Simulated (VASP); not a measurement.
**Ru: single point with PBE**

The system is Ru.

```
CELL_PARAMETERS angstrom
2.71980 0.00000 0.00000
-1.35990 2.35541 0.00000
0.00000 0.00000 4.12480
ATOMIC_POSITIONS crystal
Ru 0.33333 0.66667 0.25000
Ru 0.66667 0.33333 0.75000
```

```
Program             : VASP 6.6.1
Task                : single point
Functional          : PBE
Potentials or basis : VASP PAW PBE potentials, release 64 (Ru_pv)
Cutoff              : 520 eV
k mesh              : 18 × 18 × 10
Occupations         : gaussian, width 0.15 eV
Spin                : no spin polarisation
```

```json
{
 "Pressure": "15.4 GPa",
 "Band gap on the k mesh": "zero (bands 14 and 15 overlap by 3.36 eV)"
}
```

Stress tensor (GPa, compression positive):
```
 8.40  0.00  0.00
 0.00  8.40  0.00
 0.00  0.00 29.32
```

Levels at points of the mesh, in eV from the Fermi level:
```tsv
k point	band 11	band 12	band 13	band 14	band 15	band 16	band 17	band 18
(0.00, 0.00, 0.00)	-2.12	-1.95	-1.95	-1.80	-1.80	1.21	1.21	1.83
(0.50, 0.00, 0.00)	-2.00	-1.90	-1.35	1.20	1.75	2.18	4.08	6.16
(0.00, 0.00, 0.50)	-3.06	-3.06	-2.57	-2.57	0.61	0.61	0.61	0.61
(0.50, 0.00, 0.50)	-1.29	-1.29	0.42	0.42	1.55	1.55	3.44	3.44
```

Wall time 49 s on 1 thread of Intel(R) Xeon(R) Platinum 8488C (Sapphire Rapids), on a shared host, peak memory 0.21 GiB.

Caveat: the cell stands under pressure.
